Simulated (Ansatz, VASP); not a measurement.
**Sc: VASP beside Ansatz**

```
Sc
1.0
     3.30900    0.00000    0.00000
    -1.65450    2.86568    0.00000
     0.00000    0.00000    5.27330
Sc
2
Cartesian
  1.6545 0.9552 3.9550
  0.0000 1.9105 1.3183
```

Alike in both runs: functional PBE; k mesh 9 × 9 × 5; occupations tetrahedron; no spin polarisation.

|  | VASP | Ansatz |
| --- | --- | --- |
| version | VASP 6.6.1 | Ansatz 0.2.0 |
| potentials or method | VASP PAW PBE potentials, release 64 (Sc_sv) | PseudoDojo stringent (PBEsol files) |
| plane-wave cutoff (eV) | 520 | 1061 |
| valence electrons in the cell | 22 | 22 |
| task | single point | atomic charges |

|  | VASP | Ansatz | Ansatz less VASP |
| --- | --- | --- | --- |
| gap on the k mesh at the Fermi level (eV) | none | none | - |
| pressure (GPa) | -0.7 | -0.8 | -0.08 |
| traceless stress, the component that is largest in VASP (GPa) | -1.15 | -1.13 | +0.020 |

A gap of «none» marks a metal or a gap that the smearing closes.
